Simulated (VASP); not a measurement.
**Mo: relaxation of cell and atoms with LDA**

Crystal: Mo.

```xyz
1
Lattice="2.7355 0.0000 0.0000 -1.3678 2.3690 0.0000 0.0000 0.0000 2.5552" Properties=species:S:1:pos:R:3 pbc="T T T"
Mo    0.0000    0.0000    1.2776
```

```
Program                : VASP 6.6.1
Task                   : relaxation of cell and atoms
Functional             : LDA
Potentials or basis    : VASP PAW LDA potentials, release 64 (Mo_sv)
Cutoff                 : 600 eV
k mesh                 : 13 × 13 × 12
Occupations            : fermi-dirac, width 0.1 eV
Spin                   : no spin polarisation
Dipole correction      : no
Further INCAR settings : ALGO = Normal; EDIFF = 1e-06; IBRION = 2; EDIFFG = -0.01; NSW = 100; ISIF = 3
```

| Property | Result |
| --- | --- |
| Relaxed volume | 16.00 Å³/atom |
| Relaxed cell | a = 2.734 Å, b = 2.734 Å, c = 2.471 Å, α = 90.00°, β = 90.00°, γ = 120.00° |
| Space group after relaxing (to 0.05 Å) | P6/mmm (No. 191) |
| Energy gained by relaxing | 21.5 meV/atom |
| Ionic steps | 9 |
| Pressure after relaxing | 0.0 GPa |
| Band gap on the k mesh | zero (band 7 reaches 12.85 eV, above the bottom of band 8 at 10.93 eV) |

Stress tensor (GPa, compression positive):
```
-0.03  0.00  0.00
 0.00 -0.03  0.00
 0.00  0.00  0.06
```

Step by step:
| step | energy change (eV) | largest force (eV/Å) | pressure (GPa) | volume (Å³) |
| --- | --- | --- | --- | --- |
| 1 | 0.0000 | 0.0000 | -7.20 | 16.56 |
| 2 | 0.0490 | 0.0000 | 20.66 | 14.83 |
| 3 | -0.0181 | 0.0000 | 0.93 | 15.94 |
| 4 | -0.0181 | 0.0000 | 1.10 | 15.93 |
| 5 | -0.0213 | 0.0000 | -0.03 | 16.00 |
| 6 | -0.0215 | 0.0000 | 0.16 | 15.98 |
| 7 | -0.0215 | 0.0000 | 0.16 | 15.98 |
| 8 | -0.0215 | 0.0000 | -0.32 | 16.02 |
| 9 | -0.0215 | 0.0000 | 0.00 | 16.00 |

Final structure:
```yaml
crystal:
  lattice:
    - [2.73386, 0.00000, 0.00000]
    - [-1.36693, 2.36759, 0.00000]
    - [0.00000, 0.00000, 2.47131]
  atoms:
    - { symbol: Mo, position: [0.00000, 0.00000, 0.50000] }
```

Levels at points of the mesh, in eV from the Fermi level:
| k point | band 4 | band 5 | band 6 | band 7 | band 8 | band 9 | band 10 | band 11 |
| --- | --- | --- | --- | --- | --- | --- | --- | --- |
| (0.00, 0.00, 0.00) | -33.82 | -6.83 | -4.55 | -0.98 | -0.98 | 4.49 | 4.49 | 12.86 |
| (0.00, 0.00, 0.50) | -33.87 | -3.52 | 0.04 | 0.04 | 0.43 | 0.46 | 0.46 | 11.39 |

Run time: 56 s on 1 thread of Intel Xeon 6975P-C (shared host), peak memory 0.16 GiB.
